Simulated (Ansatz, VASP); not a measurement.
Cl: VASP beside Ansatz

```
Cl
1.0
    -2.62126    2.62126    1.82237
     2.62126   -2.62126    1.82237
     2.62126    2.62126   -1.82237
Cl
2
Direct
  0.62500 0.87500 0.75000
  0.37500 0.12500 0.25000
```

Alike in both runs: functional PBE; k mesh 16 × 16 × 16; occupations fermi-dirac, width 0.08 eV; no spin polarisation.

Ansatz relaxed the structure, and its values are those at the end. VASP's run is a single point on that final structure, the one shown.

```csv
,VASP,Ansatz
version,VASP 6.6.1,Ansatz 0.2.0
potentials or method,"VASP PAW PBE potentials, release 64 (Cl)","PAW with Ansatz's default frozen-core files, scalar-relativistic"
plane-wave cutoff (eV),520,420
valence electrons in the cell,14,14
```

|  | VASP | Ansatz | Ansatz less VASP |
| --- | --- | --- | --- |
| pressure (GPa) | -0.1 | 0.0 | +0.09 |
